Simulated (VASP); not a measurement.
The system is BeS.

```
Be S
1.0
     1.33257   -2.15890    0.00000
     1.33257    2.15890    0.00000
     0.00000    0.00000    5.70866
Be S
1 1
Direct
  0.00000 0.00000 0.00000
  0.00000 0.00000 0.50000
```

* Program: VASP 6.6.1
* Task: relaxation of cell and atoms
* Functional: PBE
* Potentials or basis: VASP PAW PBE potentials, release 64 (Be, S)
* Cutoff: 600 eV
* k mesh: 8 × 8 × 4
* Occupations: gaussian, width 0.1 eV
* Spin: no spin polarisation

At the start: pressure -8.2 GPa; volume 16.42 Å³/atom.

Task: How do energy, volume and symmetry change on relaxing?

Result: Over 27 steps the energy falls by 346.2 meV/atom and the volume is 13.39 Å³/atom (-18.4 %); space group P4/mmm (No. 123, to 0.05 Å).

The path:
```
step  energy change (eV)  largest force (eV/Å)  pressure (GPa)  volume (Å³)
   1              0.0000                0.0000           -8.16        32.85
   2             -0.1604                0.0000           -1.61        29.02
   3             -0.1771                0.0000            1.53        27.85
   4             -0.3631                0.0000            2.84        26.46
   5             -0.3925                0.0000           23.24        21.94
   6             -0.4870                0.0000            9.11        24.24
   7             -0.6489                0.0000            1.97        25.71
   8             -0.6659                0.0000            0.56        26.22
   9             -0.6668                0.0000            0.21        26.37
  10             -0.6667                0.0000            0.11        26.41
  11             -0.6677                0.0000           -0.16        26.48
  12             -0.6709                0.0000           -0.97        26.71
  13             -0.6698                0.0000           -2.02        27.15
  14             -0.6723                0.0000           -1.48        26.87
  15             -0.6727                0.0000           -1.48        26.87
  16             -0.6737                0.0000           -1.43        26.87
  17             -0.6748                0.0000           -1.24        26.86
  18             -0.6749                0.0000           -1.15        26.86
  19             -0.6763                0.0000           -0.94        26.80
  20             -0.6800                0.0000           -0.29        26.63
  21             -0.6843                0.0000            1.12        26.28
  22             -0.6847                0.0000            1.82        26.12
  23             -0.6876                0.0000            1.56        26.22
  24             -0.6902                0.0000            1.00        26.45
  25             -0.6918                0.0000            0.18        26.69
  26             -0.6921                0.0000           -0.31        26.83
  27             -0.6923                0.0000           -0.19        26.79
```

Final structure:
```
CELL_PARAMETERS angstrom
1.72019 -1.73640 0.00000
1.72019 1.73640 0.00000
0.00000 0.00000 4.48395
ATOMIC_POSITIONS crystal
Be 0.00000 0.00000 0.00000
S 0.00000 0.00000 0.50000
```

Caveat: the volume moved by over 15 % at a fixed basis, so the end points are rough.
